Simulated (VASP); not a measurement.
Wanted: the native input for a VASP 6.6.1 run.

| Property | Result |
| --- | --- |
| Task | single point |
| Functional | PBEsol |
| Potentials or basis | VASP PAW PBE potentials, release 64 (Pt) |
| Cutoff | 520 eV |
| k mesh | 18 × 18 × 18 |
| Occupations | gaussian, width 0.1 eV |
| Spin | no spin polarisation |
| Dipole correction | no |
| Further INCAR settings | ALGO = Normal; EDIFF = 1e-06; NBANDS = 11 |

The structure of Pt lies in POSCAR:

```
Pt
1.0
    0.0000000000      1.9590303450      1.9590303450
    1.9590303450      0.0000000000      1.9590303450
    1.9590303450      1.9590303450      0.0000000000
Pt
1
Direct
    0.0000000000      0.0000000000      0.0000000000
```

The input as run:

INCAR

```
SYSTEM = Pt
PREC     = Accurate       ! precision mode
ENCUT    = 520            ! plane-wave cutoff, eV
EDIFF    = 1E-6           ! SCF threshold, eV
ISMEAR   = 0              ! smearing method
SIGMA    = 0.1            ! smearing width, eV
LREAL    = .FALSE.        ! projectors in reciprocal space
LASPH    = .TRUE.         ! aspherical terms in the spheres
NELM     = 80             ! most SCF steps
ALGO     = Normal         ! electronic algorithm
ISIF     = 2              ! what is computed and relaxed
LWAVE    = .FALSE.        ! write WAVECAR
LCHARG   = .FALSE.        ! write CHGCAR
GGA      = PS             ! functional
NBANDS   = 11             ! bands
```

KPOINTS

```
regular mesh
0
G
  18 18 18
  0 0 0
```

Potentials or basis: VASP PAW PBE potentials, release 64 (Pt).

Run with:

```bash
$ cat potpaw_PBE.64/Pt/POTCAR > POTCAR
$ mpirun -np 1 vasp_std > vasp.out
```

Results of the run:

- Pressure: -0.4 GPa
- Band gap on the k mesh: zero (band 5 reaches 11.65 eV, above the bottom of band 6 at 9.41 eV)

Caveat: the PAW data sets were made with another functional, which shifts forces and pressure a little; spin-orbit coupling is left out, which moves the levels of the heavy elements.

Wall time 9.9 s on 1 thread of Intel(R) Xeon(R) 6975P-C (Granite Rapids), with other jobs on the host, peak memory 0.16 GiB.
